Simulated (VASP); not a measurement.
ScAl3, 4 atoms in the cell. The structure is cubic, space group Pm-3m (No. 221). The conventional cell has a = 4.088 Å, b = 4.088 Å, c = 4.088 Å, α = 90.00°, β = 90.00°, γ = 90.00°. Within 3.8 Å of Sc (site symmetry m-3m) lie 12 Al at 2.89 Å. Al (site symmetry 4/mmm) has 4 Sc at 2.89 Å and 8 Al at 2.89 Å within 3.8 Å. 

```yaml
Program: VASP 6.6.1
Task: single point
Functional: PBE
Potentials_or_basis: VASP PAW PBE potentials, release 64 (Sc_sv, Al)
Cutoff: 520 eV
k_mesh: 4 × 4 × 4
Occupations: gaussian, width 0.1 eV
Spin: no spin polarisation
Dipole_correction: no
Further_INCAR_settings: ALGO = Normal; EDIFF = 1e-07; NBANDS = 18
```

Potentials or basis: VASP PAW PBE potentials, release 64 (Sc_sv, Al).

Launch:

```sh
$ cat potpaw_PBE.64/Sc_sv/POTCAR potpaw_PBE.64/Al/POTCAR > POTCAR
$ mpirun -np 1 vasp_std > vasp.out
```

Hardware: 1 thread of Intel(R) Xeon(R) Platinum 8488C (Sapphire Rapids), on a shared host.

**Question.** How long does it take, and how much memory?

**Answer.** Wall time 9.5 s on 1 thread of Intel(R) Xeon(R) Platinum 8488C (Sapphire Rapids), on a shared host, peak memory 0.16 GiB. Counts: scf iterations 14, k points 10.
